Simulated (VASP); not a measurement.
# Sr (P-62m) in VASP: single point with LDA

Aim: the single point of Sr with LDA.

Program: VASP 6.6.1. These are calculated values, not measurements. Logs are shortened: lines on timing, memory, paths and dates and some standing lists are left out, and cuts for length are marked.

### 1 The cell of the first run

It takes space group P-62m (No. 189, hexagonal). Conventional cell: a = 7.066 Å, b = 7.066 Å, c = 3.817 Å, α = 90.00°, β = 90.00°, γ = 120.00°. Within 5.0 Å of Sr (site symmetry m2m) lie 8 Sr at 3.82 to 4.09 Å.

### 2 Single point, LDA

The input, INCAR:

```
SYSTEM = Sr
PREC = Accurate ; ENCUT = 520
EDIFF = 1E-7 ; ISMEAR = 1
SIGMA = 0.05 ; LREAL = .FALSE.
LASPH = .TRUE. ; NELM = 100
ALGO = Normal ; ISIF = 2
LWAVE = .FALSE. ; LCHARG = .FALSE.
GGA = CA ; NBANDS = 22
```

The input, KPOINTS:

```
regular mesh
0
G
  4 4 6
  0 0 0
```

The input, POSCAR:

```
Sr
1.0
    7.0659520000      0.0000000000      0.0000000000
   -3.5329760000      6.1192940000      0.0000000000
    0.0000000000      0.0000000000      3.8166330000
Sr
3
Direct
    0.0000000000      0.6657830000      0.0000000000
    0.3342170000      0.3342170000      0.0000000000
    0.6657830000      0.0000000000      0.0000000000
```

Potentials or basis: VASP PAW LDA potentials, release 64 (Sr_sv).

The run is started by

```sh
$ cat potpaw_LDA.64/Sr_sv/POTCAR > POTCAR
$ mpirun -np 1 vasp_std > vasp.out
```

OUTCAR:

```text
SYSTEM = Sr
   PREC = Accurate
   ENCUT = 520
   EDIFF = 1E-7
   ISMEAR = 1
   LREAL = .FALSE.
   LASPH = .TRUE.
   NELM = 100
   ISIF = 2
   GGA = CA

 ion  position               nearest neighbor table
   1  0.000  0.666  0.000-   2 4.07   2 4.07   3 4.07   3 4.07   3 4.09   2 4.09
   2  0.334  0.334  0.000-   1 4.07   1 4.07   3 4.07   3 4.07   3 4.09   1 4.09
   3  0.666  0.000  0.000-   2 4.07   1 4.07   2 4.07   1 4.07   1 4.09   2 4.09

  LATTYP: Found a hexagonal cell.
 ALAT       =     7.0659520000
 C/A-ratio  =     0.5401442014

  Lattice vectors:

 A1 = (   7.0659520000,   0.0000000000,   0.0000000000)
 A2 = (  -3.5329760000,   6.1192940000,   0.0000000000)
 A3 = (   0.0000000000,   0.0000000000,   3.8166330000)

Analysis of symmetry for initial positions (statically):
=====================================================================
 Subroutine PRICEL returns:
 Original cell was already a primitive cell.

 Routine SETGRP: Setting up the symmetry group for a
 hexagonal supercell.

 Subroutine GETGRP returns: Found 12 space group operations
 (whereof 12 operations were pure point group operations)
 out of a pool of 24 trial point group operations.

The static configuration has the point symmetry D_3h.

Analysis of symmetry for dynamics (positions and initial velocities):
=====================================================================
 Subroutine PRICEL returns:
 Original cell was already a primitive cell.

 Routine SETGRP: Setting up the symmetry group for a
 hexagonal supercell.

 Subroutine GETGRP returns: Found 12 space group operations
 (whereof 12 operations were pure point group operations)
 out of a pool of 24 trial point group operations.

The dynamic configuration has the point symmetry D_3h.

 Subroutine INISYM returns: Found 12 space group operations
 (whereof 12 operations are pure point group operations),
 and found     1 'primitive' translations

----------------------------------------------------------------------------------------

                                     Primitive cell

  volume of cell :     165.0260

  direct lattice vectors                    reciprocal lattice vectors
     7.065952000  0.000000000  0.000000000     0.141523747  0.081708772  0.000000000
[... 75 lines left out ...]
   LSORBIT =      F    spin-orbit coupling
   LASPH  =      T    aspherical Exc in radial PAW
   ENCUT  =  520.0 eV  38.22 Ry    6.18 a.u.  13.14 13.14  7.10*2*pi/ulx,y,z
   NELM   =    100;   NELMIN=  2; NELMDL= -5     # of ELM steps
   EDIFF  = 0.1E-06   stopping-criterion for ELM
   LREAL  =      F    real-space projection
   EDIFFG = 0.1E-05   stopping-criterion for IOM
   NSW    =      0    number of steps for IOM
   IBRION =     -1    ionic relax: 0-MD 1-quasi-New 2-CG
   NFREE  =      0    steps in history (QN), initial steepest desc. (CG)
   ISIF   =      2    stress and relaxation
   ISYM   =      2    0-nonsym 1-usesym 2-fastsym
   POTIM  = 0.5000    time-step for ionic-motion
   TEBEG  =    0.0;   TEEND  =   0.0 temperature during run
   PSTRESS=    0.0 pullay stress
   NELECT =      30.0000    total number of electrons
   NUPDOWN=      -1.0000    fix difference up-down
   EMIN   =  10.00;   EMAX   =-10.00  energy-range for DOS
   EFERMI =   0.00;   METHOD = LEGACY
   ISMEAR =     1;   SIGMA  =   0.05  broadening in eV -4-tet -1-fermi 0-gaus
   EFERMI_NEDOS =   21; number of points for ismear=-14 and -15
   IALGO  =     38    algorithm
   IMIX   =      4    mixing-type and parameters
     AMIX     =   0.40;   BMIX     =  1.00
     AMIX_MAG =   1.60;   BMIX_MAG =  1.00
  volume/ion in A,a.u.               =      55.01       371.22
  Fermi-wavevector in a.u.,A,eV,Ry     =   0.927394  1.752521 11.701831  0.860060
  Thomas-Fermi vector in A             =   2.053459
   LORBIT       =      0    0 simple, 1 ext, 2 COOP (PROOUT), +10 PAW based schemes
   GGA     = CA    functional components
   LHFCALC =     F    Hartree Fock is set to
   AEXX    =    0.0000 exact exchange contribution
   IVDW    =     0    specifies the selected vdW correction
   LEPSILON=     F    determine dielectric tensor
   LRPA    =     F    only Hartree local field effects (RPA)
 non-spin polarized calculation
 Methfessel and Paxton  Order N= 1 SIGMA  =   0.05
  energy-cutoff  :      520.00
  volume of cell :      165.03
 maximum number of plane-waves:      4466
 NGX is ok and might be reduce to    54
   NGX = 27   NGY = 27   NGZ = 15

 number of electron      30.0000001 magnetization

 Free energy of the ion-electron system (eV)
  ---------------------------------------------------
  ext. energy  EPLUGINS =         0.00000000
  ---------------------------------------------------
  free energy    TOTEN  =        -4.95044758 eV

  energy without entropy =       -4.94819205  energy(sigma->0) =       -4.94969574

 E-fermi :   1.2902     XC(G=0):  -7.5449

 val. band max:        1.2865063110   @ k =   0.2500   0.0000   0.3333
 cond. band min:       1.2910326222   @ k =   0.5000   0.0000   0.5000
 fundamental gap:      0.0045263113
 Fermi energy:         1.2901828121

 k-point     1 :       0.0000    0.0000    0.0000
  band No.  band energies     occupation
      1     -35.1978      2.00000
      2     -35.1777      2.00000
      3     -35.1777      2.00000
      4     -17.3415      2.00000
      5     -17.3395      2.00000
      6     -17.3395      2.00000
[... 389 lines left out ...]
     21       3.3249      0.00000
     22       3.5309      0.00000

------------------------ aborting loop because EDIFF is reached ----------------------------------------

  FORCE on cell =-STRESS in cart. coord.  units (eV):
  Direction    XX          YY          ZZ          XY          YZ          ZX
  --------------------------------------------------------------------------------------
  -------------------------------------------------------------------------------------
  Total       -1.6801067     -1.6801067     -0.7198807      0.0000000      0.0000000      0.0000000
  in kB      -16.3115428    -16.3115431     -6.9890593      0.0000000      0.0000000      0.0000000
  external PRESSURE =     -13.2040484 kB  Pullay stress =       0.0000000 kB

 VOLUME and BASIS-vectors are now :
 -----------------------------------------------------------------------------
  energy-cutoff  :      520.00
  volume of cell :      165.03
      direct lattice vectors                 reciprocal lattice vectors
     7.065952000  0.000000000  0.000000000     0.141523747  0.081708772  0.000000000
    -3.532976000  6.119294000  0.000000000     0.000000000  0.163417545  0.000000000
     0.000000000  0.000000000  3.816633000     0.000000000  0.000000000  0.262011045

 POSITION                                       TOTAL-FORCE (eV/Angst)
 -----------------------------------------------------------------------------------
     -2.35220      4.07412      0.00000        -0.005900      0.010219     -0.000000
      1.18078      2.04517      0.00000        -0.005900     -0.010219     -0.000000
      4.70439      0.00000      0.00000         0.011800      0.000000      0.000000
 -----------------------------------------------------------------------------------
    total drift:                                0.000000      0.000000     -0.000000

  FREE ENERGIE OF THE ION-ELECTRON SYSTEM (eV)
  ---------------------------------------------------
  free  energy   TOTEN  =        -4.9504475849 eV

  energy  without entropy=       -4.9481920525  energy(sigma->0) =       -4.94969574
```

OSZICAR:

```text
N       E                     dE             d eps       ncg     rms          rms(c)
DAV:   1     0.187641105603E+03    0.18764E+03   -0.13587E+04   704   0.115E+03
DAV:   2     0.112837704841E+02   -0.17636E+03   -0.17210E+03   800   0.275E+02
DAV:   3    -0.414945107718E+01   -0.15433E+02   -0.15246E+02  1320   0.567E+01
DAV:   4    -0.494701313449E+01   -0.79756E+00   -0.79399E+00   970   0.120E+01
DAV:   5    -0.497149638461E+01   -0.24483E-01   -0.24474E-01  1082   0.211E+00    0.187E+01
DAV:   6    -0.495929941550E+01    0.12197E-01   -0.30284E-02  1006   0.154E+00    0.105E+01
DAV:   7    -0.495046333279E+01    0.88361E-02   -0.37938E-02  1058   0.179E+00    0.518E-01
DAV:   8    -0.495036298409E+01    0.10035E-03   -0.42036E-03  1190   0.302E-01    0.217E-01
DAV:   9    -0.495043877624E+01   -0.75792E-04   -0.17415E-04   986   0.809E-02    0.684E-02
DAV:  10    -0.495044731671E+01   -0.85405E-05   -0.24074E-05   956   0.308E-02    0.644E-03
DAV:  11    -0.495044752480E+01   -0.20809E-06   -0.88292E-07  1016   0.447E-03    0.314E-03
DAV:  12    -0.495044758490E+01   -0.60102E-07   -0.25417E-07   836   0.205E-03
   1 F= -.49504476E+01 E0= -.49496957E+01  d E =-.225553E-02
```

Wall time 22 s (1 thread of Intel Xeon 6975P-C (Granite Rapids), shared host); peak memory 0.22 GiB.

What came out:

| Item | Value |
| --- | --- |
| Free energy | -4.9504 eV |
| Pressure | -1.3 GPa |
| Largest force | 0.012 eV/Å |
| Band gap on the k mesh | zero (band 15 reaches 1.77 eV, above the bottom of band 16 at 1.06 eV) |

Forces in eV/Å, atoms in the order of the input:
```
Sr  -0.006  0.010  0.000
Sr  -0.006 -0.010  0.000
Sr   0.012  0.000  0.000
```

Levels at points of the mesh, in eV from the Fermi level:
| k point | band 12 | band 13 | band 14 | band 15 | band 16 | band 17 | band 18 | band 19 |
| --- | --- | --- | --- | --- | --- | --- | --- | --- |
| (0.00, 0.00, 0.00) | -18.39 | -3.51 | 0.17 | 0.17 | 0.17 | 0.17 | 0.21 | 0.21 |
| (0.50, 0.00, 0.00) | -18.39 | -2.29 | -2.28 | -1.06 | 0.21 | 0.93 | 0.94 | 0.95 |
| (0.00, 0.00, 0.50) | -18.43 | -1.39 | -0.10 | 0.48 | 0.50 | 0.50 | 0.51 | 1.70 |
| (0.50, 0.00, 0.50) | -18.48 | -0.31 | -0.22 | -0.22 | -0.01 | 0.00 | 0.46 | 1.80 |
